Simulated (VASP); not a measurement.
# BeS (F-43m) in VASP: single point with PBEsol

Aim: the single point of BeS with PBEsol.

Program: VASP 6.6.1. These are calculated values, not measurements. Logs are shortened: lines on timing, memory, paths and dates and some standing lists are left out, and cuts for length are marked.

## Step 1: The cell of the first run

The structure is cubic, space group F-43m (No. 216). The conventional cell has a = 4.850 Å, b = 4.850 Å, c = 4.850 Å, α = 90.00°, β = 90.00°, γ = 90.00°. Be (site symmetry -43m) has 4 S at 2.10 Å within 2.8 Å. Within 2.8 Å of S (site symmetry -43m) lie 4 Be at 2.10 Å.

## Step 2: Single point, PBEsol

INCAR reads:

```
SYSTEM = BeS
ALGO = Normal
EDIFF = 1E-6
ENCUT = 600
GGA = PS
GGA_COMPAT = .False.
ISIF = 2
ISMEAR = 0
LASPH = .True.
LCHARG = .True.
LELF = .True.
LREAL = .False.
LVHAR = .True.
LWAVE = .False.
NBANDS = 11
NELM = 120
PREC = Accurate
SIGMA = 0.01
```

KPOINTS reads:

```
k-points
0
Gamma
  8 8 8
  0 0 0
```

POSCAR reads:

```
BeS
1.0
    0.0000000000      2.4250000000      2.4250000000
    2.4250000000      0.0000000000      2.4250000000
    2.4250000000      2.4250000000      0.0000000000
Be S
1 1
Direct
    0.0000000000      0.0000000000      0.0000000000
    0.7500000000      0.7500000000      0.7500000000
```

Potentials or basis: VASP PAW PBE potentials, release 64 (Be, S).

Run with:

```bash
$ cat potpaw_PBE.64/Be/POTCAR potpaw_PBE.64/S/POTCAR > POTCAR
$ mpirun -np 1 vasp_std > vasp.out
```

OUTCAR:

```text
SYSTEM = BeS
   EDIFF = 1E-6
   ENCUT = 600
   GGA = PS
   ISIF = 2
   ISMEAR = 0
   LASPH = .True.
   LREAL = .False.
   NELM = 120
   PREC = Accurate

 ion  position               nearest neighbor table
   1  0.000  0.000  0.000-   2 2.10   2 2.10   2 2.10   2 2.10
   2  0.750  0.750  0.750-   1 2.10   1 2.10   1 2.10   1 2.10

  LATTYP: Found a face centered cubic cell.
 ALAT       =     4.8500000000

  Lattice vectors:

 A1 = (   0.0000000000,   2.4250000000,   2.4250000000)
 A2 = (   2.4250000000,   0.0000000000,   2.4250000000)
 A3 = (   2.4250000000,   2.4250000000,   0.0000000000)

Analysis of symmetry for initial positions (statically):
[... 5 lines left out ...]
 face centered cubic supercell.

 Subroutine GETGRP returns: Found 24 space group operations
 (whereof 24 operations were pure point group operations)
 out of a pool of 48 trial point group operations.

The static configuration has the point symmetry T_d .

Analysis of symmetry for dynamics (positions and initial velocities):
[... 5 lines left out ...]
 face centered cubic supercell.

 Subroutine GETGRP returns: Found 24 space group operations
 (whereof 24 operations were pure point group operations)
 out of a pool of 48 trial point group operations.

The dynamic configuration has the point symmetry T_d .

 Subroutine INISYM returns: Found 24 space group operations
 (whereof 24 operations are pure point group operations),
 and found     1 'primitive' translations

----------------------------------------------------------------------------------------

                                     Primitive cell

  volume of cell :      28.5210

  direct lattice vectors                    reciprocal lattice vectors
     0.000000000  2.425000000  2.425000000    -0.206185567  0.206185567  0.206185567
     2.425000000  0.000000000  2.425000000     0.206185567 -0.206185567  0.206185567
     2.425000000  2.425000000  0.000000000     0.206185567  0.206185567 -0.206185567

  length of vectors
     3.429467889  3.429467889  3.429467889     0.357123878  0.357123878  0.357123878

  position of ions in fractional coordinates (direct lattice)
     0.000000000  0.000000000  0.000000000
     0.750000000  0.750000000  0.750000000

  ion indices of the primitive-cell ions
   primitive index   ion index
                 1           1
                 2           2

----------------------------------------------------------------------------------------

 KPOINTS: k-points

Automatic generation of k-mesh.
 Grid dimensions read from file:
 generate k-points for:    8    8    8

 Generating k-lattice:

  Cartesian coordinates                     Fractional coordinates (reciprocal lattice)
    -0.025773196  0.025773196  0.025773196     0.125000000  0.000000000  0.000000000
     0.025773196 -0.025773196  0.025773196     0.000000000  0.125000000  0.000000000
     0.025773196  0.025773196 -0.025773196     0.000000000  0.000000000  0.125000000

  Length of vectors
     0.044640485  0.044640485  0.044640485

  Shift w.r.t. Gamma in fractional coordinates (k-lattice)
     0.000000000  0.000000000  0.000000000

 Subroutine IBZKPT returns following result:
 ===========================================

 Found     29 irreducible k-points:

 Following reciprocal coordinates:
            Coordinates               Weight
  0.000000  0.000000  0.000000      1.000000
  0.125000  0.000000  0.000000      8.000000
  0.250000  0.000000  0.000000      8.000000
  0.375000  0.000000  0.000000      8.000000
  0.500000  0.000000  0.000000      4.000000
  0.125000  0.125000  0.000000      6.000000
[... 16 lines left out ...]
  0.500000  0.250000  0.125000     48.000000
 -0.375000  0.250000  0.125000     24.000000
 [... further k-points ...]
   k-points           NKPTS =     29   k-points in BZ     NKDIM =     29   number of bands    NBANDS=     11
   number of dos      NEDOS =    301   number of ions     NIONS =      2
   total plane-waves  NPLWV =  21952
   dimension x,y,z NGX =    28 NGY =   28 NGZ =   28
   dimension x,y,z NGXF=    56 NGYF=   56 NGZF=   56
   ions per type =               1   1
   NGX,Y,Z   is equivalent  to a cutoff of  13.57, 13.57, 13.57 a.u.
   NGXF,Y,Z  is equivalent  to a cutoff of  27.15, 27.15, 27.15 a.u.
 SYSTEM =  BeS
   PREC   = accura    normal or accurate (medium, high low for compatibility)
   ISTART =      0    job   : 0-new  1-cont  2-samecut
   ICHARG =      2    charge: 1-file 2-atom 10-const
   ISPIN  =      1    spin polarized calculation?
   LNONCOLLINEAR =      F non collinear calculations
   LSORBIT =      F    spin-orbit coupling
   LASPH  =      T    aspherical Exc in radial PAW
   ENCUT  =  600.0 eV  44.10 Ry    6.64 a.u.   6.85  6.85  6.85*2*pi/ulx,y,z
   NELM   =    120;   NELMIN=  2; NELMDL= -5     # of ELM steps
   EDIFF  = 0.1E-05   stopping-criterion for ELM
   LREAL  =      F    real-space projection
   EDIFFG = 0.1E-04   stopping-criterion for IOM
   NSW    =      0    number of steps for IOM
   IBRION =     -1    ionic relax: 0-MD 1-quasi-New 2-CG
   NFREE  =      0    steps in history (QN), initial steepest desc. (CG)
   ISIF   =      2    stress and relaxation
   ISYM   =      2    0-nonsym 1-usesym 2-fastsym
   POTIM  = 0.5000    time-step for ionic-motion
   TEBEG  =    0.0;   TEEND  =   0.0 temperature during run
   PSTRESS=    0.0 pullay stress
   NELECT =       8.0000    total number of electrons
   NUPDOWN=      -1.0000    fix difference up-down
   EMIN   =  10.00;   EMAX   =-10.00  energy-range for DOS
   EFERMI =   0.00;   METHOD = LEGACY
   ISMEAR =     0;   SIGMA  =   0.01  broadening in eV -4-tet -1-fermi 0-gaus
   EFERMI_NEDOS =   21; number of points for ismear=-14 and -15
   IALGO  =     38    algorithm
   IMIX   =      4    mixing-type and parameters
     AMIX     =   0.40;   BMIX     =  1.00
     AMIX_MAG =   1.60;   BMIX_MAG =  1.00
  volume/ion in A,a.u.               =      14.26        96.23
  Fermi-wavevector in a.u.,A,eV,Ry     =   1.071642  2.025110 15.625158  1.148417
  Thomas-Fermi vector in A             =   2.207388
   LORBIT       =      0    0 simple, 1 ext, 2 COOP (PROOUT), +10 PAW based schemes
   GGA     = PS    functional components
   LHFCALC =     F    Hartree Fock is set to
   AEXX    =    0.0000 exact exchange contribution
   IVDW    =     0    specifies the selected vdW correction
   LEPSILON=     F    determine dielectric tensor
   LRPA    =     F    only Hartree local field effects (RPA)
 non-spin polarized calculation
 Gauss-broadening in eV      SIGMA  =   0.01
  energy-cutoff  :      600.00
  volume of cell :       28.52
 maximum number of plane-waves:       961
   NGX = 13   NGY = 13   NGZ = 13

 number of electron       7.9999999 magnetization

 Free energy of the ion-electron system (eV)
  ---------------------------------------------------
  ext. energy  EPLUGINS =         0.00000000
  ---------------------------------------------------
  free energy    TOTEN  =       -10.56413723 eV

  energy without entropy =      -10.56413723  energy(sigma->0) =      -10.56413723

 E-fermi :   4.2687     XC(G=0):  -9.9011

 val. band max:        4.1440971582   @ k =   0.0000   0.0000   0.0000
 cond. band min:       7.0721708534   @ k =   0.5000   0.5000   0.0000
 fundamental gap:      2.9280736952
 Fermi energy:         4.2686998278

 k-point     1 :       0.0000    0.0000    0.0000
  band No.  band energies     occupation
      1      -9.5733      2.00000
      2       4.1441      2.00000
      3       4.1441      2.00000
      4       4.1441      2.00000
      5       9.7541      0.00000
      6       9.7541      0.00000
      7       9.7541      0.00000
      8       9.8506      0.00000
      9      16.9384      0.00000
     10      16.9384      0.00000
     11      18.8203      0.00000

 k-point     2 :       0.1250    0.0000    0.0000
  band No.  band energies     occupation
      1      -9.3942      2.00000
      2       2.9200      2.00000
      3       3.9421      2.00000
      4       3.9421      2.00000
      5       9.6421      0.00000
      6      10.1130      0.00000
      7      10.1130      0.00000
      8      11.1954      0.00000
      9      16.2105      0.00000
     10      16.2105      0.00000
     11      18.6345      0.00000

 k-point     3 :       0.2500    0.0000    0.0000
  band No.  band energies     occupation
      1      -8.8998      2.00000
      2       0.7914      2.00000
      3       3.5406      2.00000
      4       3.5406      2.00000
      5       9.5942      0.00000
      6      10.6545      0.00000
      7      10.6545      0.00000
      8      13.2937      0.00000
      9      15.9586      0.00000
     10      15.9586      0.00000
     11      18.1764      0.00000

 k-point     4 :       0.3750    0.0000    0.0000
  band No.  band energies     occupation
      1      -8.2691      2.00000
      2      -0.9879      2.00000
      3       3.2181      2.00000
      4       3.2181      2.00000
      5       9.5447      0.00000
      6      10.7076      0.00000
      7      10.7076      0.00000
      8      14.7377      0.00000
      9      17.3319      0.00000
     10      17.3319      0.00000
     11      18.3931      0.00000
[... 239 lines left out ...]
 k-point    22 :       0.3750    0.2500    0.1250
  band No.  band energies     occupation
      1      -8.4955      2.00000
      2       0.5605      2.00000
      3       1.9674      2.00000
      4       3.0097      2.00000
      5       9.5680      0.00000
      6      11.3626      0.00000
      7      11.5398      0.00000
      8      12.6536      0.00000
      9      15.6643      0.00000
     10      18.4982      0.00000
     11      20.0026      0.00000

 k-point    23 :       0.5000    0.2500    0.1250
  band No.  band energies     occupation
      1      -7.9399      2.00000
      2      -0.6152      2.00000
      3       1.4280      2.00000
      4       2.5296      2.00000
      5      10.0280      0.00000
      6      10.8698      0.00000
      7      12.5424      0.00000
      8      13.3611      0.00000
      9      16.6873      0.00000
     10      18.4708      0.00000
     11      20.5743      0.00000

 k-point    24 :      -0.3750    0.2500    0.1250
  band No.  band energies     occupation
      1      -7.6594      2.00000
      2      -1.1788      2.00000
      3       1.3341      2.00000
      4       2.2795      2.00000
      5      10.1133      0.00000
      6      10.6457      0.00000
      7      13.2298      0.00000
      8      14.5643      0.00000
      9      15.4995      0.00000
     10      19.4455      0.00000
     11      20.0024      0.00000

 [... further k-points ...]
[... 5 lines left out ...]
  --------------------------------------------------------------------------------------
  -------------------------------------------------------------------------------------
  Total       -0.0934310     -0.0934310     -0.0934310     -0.0000000      0.0000000      0.0000000
  in kB       -5.2485164     -5.2485164     -5.2485164     -0.0000000      0.0000000      0.0000000
  external PRESSURE =      -5.2485164 kB  Pullay stress =       0.0000000 kB

 VOLUME and BASIS-vectors are now :
 -----------------------------------------------------------------------------
  energy-cutoff  :      600.00
  volume of cell :       28.52
      direct lattice vectors                 reciprocal lattice vectors
     0.000000000  2.425000000  2.425000000    -0.206185567  0.206185567  0.206185567
     2.425000000  0.000000000  2.425000000     0.206185567 -0.206185567  0.206185567
     2.425000000  2.425000000  0.000000000     0.206185567  0.206185567 -0.206185567

 POSITION                                       TOTAL-FORCE (eV/Angst)
 -----------------------------------------------------------------------------------
      0.00000      0.00000      0.00000         0.000000      0.000000      0.000000
      3.63750      3.63750      3.63750        -0.000000     -0.000000     -0.000000
 -----------------------------------------------------------------------------------
    total drift:                                0.000000      0.000000     -0.000000

  FREE ENERGIE OF THE ION-ELECTRON SYSTEM (eV)
  ---------------------------------------------------
  free  energy   TOTEN  =       -10.5641372318 eV

  energy  without entropy=      -10.5641372318  energy(sigma->0) =      -10.56413723
```

It took 9.8 s on 1 thread of Intel Xeon Platinum 8375C at 2.90GHz (Ice Lake), shared host; peak memory 0.15 GiB.

What came out:

| Quantity | Value |
| --- | --- |
| Free energy | -10.5641 eV |
| Pressure | -0.5 GPa |
| Band gap on the k mesh | 2.93 eV, indirect (least direct gap 5.60 eV) |

Levels at points of the mesh, in eV from the valence-band top:
| k point | band 2 | band 3 | band 4 | band 5 | band 6 | band 7 |
| --- | --- | --- | --- | --- | --- | --- |
| (0.00, 0.00, 0.00) | 0.00 | 0.00 | 0.00 | 5.61 | 5.61 | 5.61 |
| (0.50, 0.00, 0.00) | -5.86 | -1.04 | -1.04 | 5.38 | 6.48 | 6.48 |
| (0.50, 0.50, 0.00) | -5.07 | -2.67 | -2.67 | 2.93 | 4.81 | 12.75 |

Caveat: the PAW data sets were made with another functional, which shifts forces and pressure a little.
